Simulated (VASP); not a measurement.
# Fe (Fm-3m) in VASP: a series of runs

Fe is run at these levels: PBE; tasks: single point.

All numbers are computed with VASP 6.6.1; they aren't measurements. Logs are shortened: lines on timing, memory, paths and dates and some standing lists are left out, and cuts for length are marked.

## Step 1: The cell of the first run

It takes space group Fm-3m (No. 225, cubic). The conventional cell has a = 3.704 Å, b = 3.704 Å, c = 3.704 Å, α = 90.00°, β = 90.00°, γ = 90.00°. Fe (site symmetry m-3m) has 12 Fe at 2.62 Å within 3.5 Å.

## Step 2: Single point, PBE, collinear spin, ferromagnetic start (volume scaled by 1.04)

INCAR reads:

```
PREC     = Accurate       # precision mode
ENCUT    = 520            # plane-wave cutoff, eV
EDIFF    = 1E-6           # SCF threshold, eV
ISMEAR   = -1             # smearing method
SIGMA    = 0.05           # smearing width, eV
LREAL    = False          # projectors in reciprocal space
LASPH    = True           # aspherical terms in the spheres
NELM     = 150            # most SCF steps
ALGO     = Fast           # electronic algorithm
ISIF     = 2              # what is computed and relaxed
LWAVE    = False          # write WAVECAR
LCHARG   = False          # write CHGCAR
ISPIN    = 2              # spin polarisation
MAGMOM   = 3              # initial moments
LORBIT   = 11             # projections on sites
LMAXMIX  = 4              # l up to which the mixer works
GGA      = PE             # functional
NBANDS   = 14             # bands
```

KPOINTS reads:

```
Automatic mesh
0
Gamma
  12 12 12
```

POSCAR reads:

```
Fe
1.0
    0.0000000000      1.8518280222      1.8518280222
    1.8518280222      0.0000000000      1.8518280222
    1.8518280222      1.8518280222      0.0000000000
Fe
1
Direct
    0.0000000000      0.0000000000      0.0000000000
```

Potentials or basis: VASP PAW PBE potentials, release 64 (Fe).

On the command line:

```bash
$ cat potpaw_PBE.64/Fe/POTCAR > POTCAR
$ mpirun -np 1 vasp_std > vasp.out
```

OUTCAR:

```text
PREC = Accurate
   ENCUT = 520
   EDIFF = 1E-6
   ISMEAR = -1
   LREAL = False
   LASPH = True
   NELM = 150
   ISIF = 2
   ISPIN = 2
   LORBIT = 11
   GGA = PE

 ion  position               nearest neighbor table
   1  0.000  0.000  0.000-

  LATTYP: Found a face centered cubic cell.
 ALAT       =     3.7036560444

  Lattice vectors:

 A1 = (   0.0000000000,   1.8518280222,   1.8518280222)
 A2 = (   1.8518280222,   0.0000000000,   1.8518280222)
 A3 = (   1.8518280222,   1.8518280222,   0.0000000000)

Analysis of symmetry for initial positions (statically):
=====================================================================
 Subroutine PRICEL returns:
 Original cell was already a primitive cell.

 Routine SETGRP: Setting up the symmetry group for a
 face centered cubic supercell.

 Subroutine GETGRP returns: Found 48 space group operations
 (whereof 48 operations were pure point group operations)
 out of a pool of 48 trial point group operations.

The static configuration has the point symmetry O_h .

Analysis of symmetry for dynamics (positions and initial velocities):
=====================================================================
 Subroutine PRICEL returns:
 Original cell was already a primitive cell.

 Routine SETGRP: Setting up the symmetry group for a
 face centered cubic supercell.

 Subroutine GETGRP returns: Found 48 space group operations
 (whereof 48 operations were pure point group operations)
 out of a pool of 48 trial point group operations.

The dynamic configuration has the point symmetry O_h .

Analysis of structural, dynamic, and magnetic symmetry:
=====================================================================
 Subroutine PRICEL returns:
 Original cell was already a primitive cell.

 Routine SETGRP: Setting up the symmetry group for a
 face centered cubic supercell.

 Subroutine GETGRP returns: Found 48 space group operations
 (whereof 48 operations were pure point group operations)
 out of a pool of 48 trial point group operations.

The overall configuration has the point symmetry O_h .

 Subroutine INISYM returns: Found 48 space group operations
 (whereof 48 operations are pure point group operations),
 and found     1 'primitive' translations

----------------------------------------------------------------------------------------

                                     Primitive cell

  volume of cell :      12.7008

  direct lattice vectors                    reciprocal lattice vectors
     0.000000000  1.851828022  1.851828022    -0.270003474  0.270003474  0.270003474
     1.851828022  0.000000000  1.851828022     0.270003474 -0.270003474  0.270003474
     1.851828022  1.851828022  0.000000000     0.270003474  0.270003474 -0.270003474

  length of vectors
     2.618880304  2.618880304  2.618880304     0.467659736  0.467659736  0.467659736

  position of ions in fractional coordinates (direct lattice)
     0.000000000  0.000000000  0.000000000

  ion indices of the primitive-cell ions
   primitive index   ion index
                 1           1

----------------------------------------------------------------------------------------

 KPOINTS: Automatic mesh

Automatic generation of k-mesh.
 Grid dimensions read from file:
 generate k-points for:   12   12   12

 Generating k-lattice:

  Cartesian coordinates                     Fractional coordinates (reciprocal lattice)
    -0.022500290  0.022500290  0.022500290     0.083333333  0.000000000  0.000000000
     0.022500290 -0.022500290  0.022500290     0.000000000  0.083333333  0.000000000
     0.022500290  0.022500290 -0.022500290     0.000000000  0.000000000  0.083333333

  Length of vectors
     0.038971645  0.038971645  0.038971645

  Shift w.r.t. Gamma in fractional coordinates (k-lattice)
     0.000000000  0.000000000  0.000000000

 Subroutine IBZKPT returns following result:
 ===========================================

 Found     72 irreducible k-points:

 Following reciprocal coordinates:
            Coordinates               Weight
  0.000000  0.000000  0.000000      1.000000
  0.083333  0.000000  0.000000      8.000000
  0.166667  0.000000  0.000000      8.000000
  0.250000  0.000000  0.000000      8.000000
  0.333333  0.000000  0.000000      8.000000
  0.416667  0.000000  0.000000      8.000000
[... 16 lines left out ...]
  0.500000  0.166667  0.000000     24.000000
 -0.416667  0.166667  0.000000     24.000000
 [... further k-points ...]
   k-points           NKPTS =     72   k-points in BZ     NKDIM =     72   number of bands    NBANDS=     14
   number of dos      NEDOS =    301   number of ions     NIONS =      1
   total plane-waves  NPLWV =   8000
   dimension x,y,z NGX =    20 NGY =   20 NGZ =   20
   dimension x,y,z NGXF=    40 NGYF=   40 NGZF=   40
   ions per type =               1
   NGX,Y,Z   is equivalent  to a cutoff of  12.70, 12.70, 12.70 a.u.
   NGXF,Y,Z  is equivalent  to a cutoff of  25.39, 25.39, 25.39 a.u.
 SYSTEM =  unknown system
   PREC   = accura    normal or accurate (medium, high low for compatibility)
   ISTART =      0    job   : 0-new  1-cont  2-samecut
   ICHARG =      2    charge: 1-file 2-atom 10-const
   ISPIN  =      2    spin polarized calculation?
   LNONCOLLINEAR =      F non collinear calculations
   LSORBIT =      F    spin-orbit coupling
   LASPH  =      T    aspherical Exc in radial PAW
   ENCUT  =  520.0 eV  38.22 Ry    6.18 a.u.   4.87  4.87  4.87*2*pi/ulx,y,z
   NELM   =    150;   NELMIN=  2; NELMDL= -5     # of ELM steps
   EDIFF  = 0.1E-05   stopping-criterion for ELM
   LREAL  =      F    real-space projection
   EDIFFG = 0.1E-04   stopping-criterion for IOM
   NSW    =      0    number of steps for IOM
   IBRION =     -1    ionic relax: 0-MD 1-quasi-New 2-CG
   NFREE  =      0    steps in history (QN), initial steepest desc. (CG)
   ISIF   =      2    stress and relaxation
   ISYM   =      2    0-nonsym 1-usesym 2-fastsym
   POTIM  = 0.5000    time-step for ionic-motion
   TEBEG  =    0.0;   TEEND  =   0.0 temperature during run
   PSTRESS=    0.0 pullay stress
   NELECT =       8.0000    total number of electrons
   NUPDOWN=      -1.0000    fix difference up-down
   EMIN   =  10.00;   EMAX   =-10.00  energy-range for DOS
   EFERMI =   0.00;   METHOD = LEGACY
   ISMEAR =    -1;   SIGMA  =   0.05  broadening in eV -4-tet -1-fermi 0-gaus
   EFERMI_NEDOS =   21; number of points for ismear=-14 and -15
   IALGO  =     68    algorithm
   IMIX   =      4    mixing-type and parameters
     AMIX     =   0.40;   BMIX     =  1.00
     AMIX_MAG =   1.60;   BMIX_MAG =  1.00
  volume/ion in A,a.u.               =      12.70        85.71
  Fermi-wavevector in a.u.,A,eV,Ry     =   1.403333  2.651915 26.794558  1.969344
  Thomas-Fermi vector in A             =   2.526006
   LORBIT       =     11    0 simple, 1 ext, 2 COOP (PROOUT), +10 PAW based schemes
   GGA     = PE    functional components
   LHFCALC =     F    Hartree Fock is set to
   AEXX    =    0.0000 exact exchange contribution
   IVDW    =     0    specifies the selected vdW correction
   LEPSILON=     F    determine dielectric tensor
   LRPA    =     F    only Hartree local field effects (RPA)
 spin polarized calculation
 RMM-DIIS sequential band-by-band and
  energy-cutoff  :      520.00
  volume of cell :       12.70
 maximum number of plane-waves:       360
   NGX =  9   NGY =  9   NGZ =  9

 number of electron       7.9999995 magnetization       2.6868777

 Free energy of the ion-electron system (eV)
  ---------------------------------------------------
  ext. energy  EPLUGINS =         0.00000000
  ---------------------------------------------------
  free energy    TOTEN  =        -8.07109812 eV

  energy without entropy =       -8.06293113  energy(sigma->0) =       -8.06701462

 E-fermi :   5.0572     XC(G=0): -12.4840

 val. band max:        5.0371484755   @ k =   0.4167   0.0833   0.0000
 cond. band min:       5.0697047073   @ k =   0.5000   0.0000   0.0000
 fundamental gap:      0.0325562318
 Fermi energy:         5.0571755425

 spin component 1

 k-point     1 :       0.0000    0.0000    0.0000
  band No.  band energies     occupation
      1      -3.0891      1.00000
      2       2.5803      1.00000
      3       2.5803      1.00000
      4       2.5803      1.00000
      5       3.4547      1.00000
      6       3.4547      1.00000
      7      26.3162      0.00000
      8      29.9498      0.00000
      9      29.9498      0.00000
     10      29.9498      0.00000
     11      32.5589      0.00000
     12      32.5589      0.00000
     13      32.5589      0.00000
     14      35.3559      0.00000
[... 375 lines left out ...]
 k-point    24 :      -0.4167    0.1667    0.0000
  band No.  band energies     occupation
      1       0.8591      1.00000
      2       2.0125      1.00000
      3       2.7770      1.00000
      4       2.8618      1.00000
      5       4.1988      1.00000
      6       7.1168      0.00000
      7      10.9167      0.00000
      8      20.3344      0.00000
      9      24.6215      0.00000
     10      25.6540      0.00000
     11      33.7785      0.00000
     12      34.2071      0.00000
     13      40.6613      0.00000
     14      43.1096      0.00000

 [... further k-points ...]

 spin component 2

 k-point     1 :       0.0000    0.0000    0.0000
  band No.  band energies     occupation
      1      -2.8550      1.00000
      2       5.0339      0.61451
      3       5.0339      0.61420
      4       5.0339      0.61418
      5       6.5384      0.00000
      6       6.5385      0.00000
      7      25.9057      0.00000
      8      30.3622      0.00000
      9      30.3622      0.00000
     10      30.3622      0.00000
     11      33.2907      0.00000
     12      33.2907      0.00000
     13      33.2907      0.00000
     14      34.6989      0.00000
[... 375 lines left out ...]
 k-point    24 :      -0.4167    0.1667    0.0000
  band No.  band energies     occupation
      1       2.3992      1.00000
      2       4.0563      1.00000
      3       4.7588      0.99744
      4       5.5086      0.00012
      5       7.0857      0.00000
      6       8.8197      0.00000
      7      12.4442      0.00000
      8      20.9737      0.00000
      9      25.3758      0.00000
     10      25.9142      0.00000
     11      34.3793      0.00000
     12      34.4852      0.00000
     13      41.2599      0.00000
     14      43.7134      0.00000

 [... further k-points ...]

------------------------ aborting loop because EDIFF is reached ----------------------------------------

  FORCE on cell =-STRESS in cart. coord.  units (eV):
  Direction    XX          YY          ZZ          XY          YZ          ZX
  --------------------------------------------------------------------------------------
  -------------------------------------------------------------------------------------
  Total       -0.6044784     -0.6044784     -0.6044784     -0.0000000     -0.0000000      0.0000000
  in kB      -76.2534312    -76.2534312    -76.2534312     -0.0000000     -0.0000000      0.0000000
  external PRESSURE =     -76.2534312 kB  Pullay stress =       0.0000000 kB

 VOLUME and BASIS-vectors are now :
 -----------------------------------------------------------------------------
  energy-cutoff  :      520.00
  volume of cell :       12.70
      direct lattice vectors                 reciprocal lattice vectors
     0.000000000  1.851828022  1.851828022    -0.270003474  0.270003474  0.270003474
     1.851828022  0.000000000  1.851828022     0.270003474 -0.270003474  0.270003474
     1.851828022  1.851828022  0.000000000     0.270003474  0.270003474 -0.270003474

 POSITION                                       TOTAL-FORCE (eV/Angst)
 -----------------------------------------------------------------------------------
      0.00000      0.00000      0.00000        -0.000000      0.000000      0.000000
 -----------------------------------------------------------------------------------
    total drift:                                0.000000     -0.000000      0.000000

  FREE ENERGIE OF THE ION-ELECTRON SYSTEM (eV)
  ---------------------------------------------------
  free  energy   TOTEN  =        -8.0710981174 eV

  energy  without entropy=       -8.0629311278  energy(sigma->0) =       -8.06701462

 total charge

# of ion       s       p       d       tot
------------------------------------------
    1        0.454   0.460   6.144   7.058

 magnetization (x)

# of ion       s       p       d       tot
------------------------------------------
    1       -0.014  -0.049   2.757   2.693
```

It took 23 s on 1 thread of Intel Xeon 6975P-C, shared host; peak memory 0.14 GiB.

Results:

* Free energy: -8.0711 eV
* Pressure: -7.6 GPa
* Net moment: 2.69 μB per cell
* Site moments: Fe +2.69 μB
* Valence electrons inside the program's atomic spheres: Fe 7.06

Levels at points of the mesh, in eV from the Fermi level:
Spin up:
```
           k point  band 2  band 3  band 4  band 5  band 6  band 7  band 8  band 9
(0.00, 0.00, 0.00)   -2.48   -2.48   -2.48   -1.60   -1.60   21.26   24.89   24.89
(0.50, 0.00, 0.00)   -2.63   -2.63   -0.75   -0.75   -0.19    5.44   19.92   22.45
(0.50, 0.50, 0.00)   -4.21   -0.89   -0.48   -0.48    2.30    8.59   13.44   13.44
```
Spin down:
```csv
k point,band 1,band 2,band 3,band 4,band 5,band 6,band 7,band 8
"(0.00, 0.00, 0.00)",-7.91,-0.02,-0.02,-0.02,1.48,1.48,20.85,25.31
"(0.50, 0.00, 0.00)",-3.26,-0.07,0.01,0.01,2.20,2.20,7.15,19.54
"(0.50, 0.50, 0.00)",-2.94,-2.22,2.32,2.32,2.32,2.52,10.15,13.91
```

## Step 3: Single point, PBE, collinear spin, ferromagnetic start (volume scaled by 1.06)

INCAR reads:

```
SYSTEM = Fe
  PREC = Accurate
  ENCUT = 520
  EDIFF = 1E-6
  ISMEAR = -1
  SIGMA = 0.05
  LREAL = .False.
  LASPH = .True.
  NELM = 150
  ALGO = Normal
  ISIF = 2
  LWAVE = .False.
  LCHARG = .True.
  ISPIN = 2
  MAGMOM = 3
  LORBIT = 11
  LMAXMIX = 4
  GGA = PE
  LELF = .True.
  LVHAR = .True.
  NBANDS = 14
```

KPOINTS reads:

```
Automatic mesh
0
Gamma
  12 12 12
  0 0 0
```

POSCAR reads:

```
Fe
1.0
    0.0000000000      1.8636234232      1.8636234232
    1.8636234232      0.0000000000      1.8636234232
    1.8636234232      1.8636234232      0.0000000000
Fe
1
Direct
    0.0000000000      0.0000000000      0.0000000000
```

Potentials or basis: VASP PAW PBE potentials, release 64 (Fe).

On the command line:

```bash
$ cat potpaw_PBE.64/Fe/POTCAR > POTCAR
$ mpirun -np 1 vasp_std > vasp.out
```

It took 22 s on 1 thread of Intel Xeon 6975P-C, shared host; peak memory 0.15 GiB.

Results (log left out):

| Item | Value |
| --- | --- |
| Free energy | -8.0582 eV |
| Pressure | -9.7 GPa |
| Net moment | 2.70 μB per cell |
| Site moments | Fe +2.71 μB |
| Valence electrons inside the program's atomic spheres | Fe 7.03 |

Levels at points of the mesh, in eV from the Fermi level:
Spin up:
| k point | band 3 | band 4 | band 5 | band 6 | band 7 | band 8 |
| --- | --- | --- | --- | --- | --- | --- |
| (0.00, 0.00, 0.00) | -2.48 | -2.48 | -1.64 | -1.64 | 21.09 | 24.58 |
| (0.50, 0.00, 0.00) | -2.64 | -0.81 | -0.81 | -0.19 | 5.26 | 19.76 |
| (0.50, 0.50, 0.00) | -0.95 | -0.55 | -0.55 | 2.25 | 8.39 | 13.24 |
Spin down:
```csv
k point,band 1,band 2,band 3,band 4,band 5,band 6,band 7,band 8
"(0.00, 0.00, 0.00)",-7.84,-0.01,-0.01,-0.01,1.46,1.46,20.66,25.00
"(0.50, 0.00, 0.00)",-3.20,-0.09,0.03,0.03,2.16,2.16,6.98,19.36
"(0.50, 0.50, 0.00)",-2.86,-2.16,2.27,2.27,2.28,2.46,9.94,13.71
```
